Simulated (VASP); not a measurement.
A run of VASP 6.6.1:

The input INCAR:

```
PREC     = Accurate       # precision mode
ENCUT    = 600            # plane-wave cutoff, eV
EDIFF    = 1E-6           # SCF threshold, eV
ISMEAR   = 0              # smearing method
SIGMA    = 0.1            # smearing width, eV
LREAL    = False          # projectors in reciprocal space
LASPH    = True           # aspherical terms in the spheres
NELM     = 60             # most SCF steps
ALGO     = Fast           # electronic algorithm
ISIF     = 4              # what is computed and relaxed
LWAVE    = False          # write WAVECAR
LCHARG   = False          # write CHGCAR
GGA      = PE             # functional
IVDW     = 12             # dispersion correction
IBRION   = 2              # ionic algorithm
NSW      = 50             # ionic steps
EDIFFG   = -0.01          # ionic threshold
```

File KPOINTS:

```
Automatic mesh
0
Gamma
  12 12 12
```

POSCAR

```
Bi
1.0
    2.1908632197      1.2648954697      3.6585759785
   -2.1908632197      1.2648954697      3.6585759785
    0.0000000000     -2.5297909393      3.6585759785
Bi
2
Direct
    0.2414717437      0.2414717437      0.2414717437
    0.7585282563      0.7585282563      0.7585282563
```

Potentials or basis: VASP PAW PBE potentials, release 64 (Bi_d).

The run is started by

```bash
$ cat potpaw_PBE.64/Bi_d/POTCAR > POTCAR
$ mpirun -np 1 vasp_std > vasp.out
```

Hardware: 1 thread of Oxide Virtual Turin-like Processor (shared host).

**Question.** Estimate the wall time of this run.

**Answer.** Run time: 9.1 min on 1 thread of Oxide Virtual Turin-like Processor (shared host), peak memory 0.35 GiB. Counts: scf iterations 40, k points 189, ion steps 5.
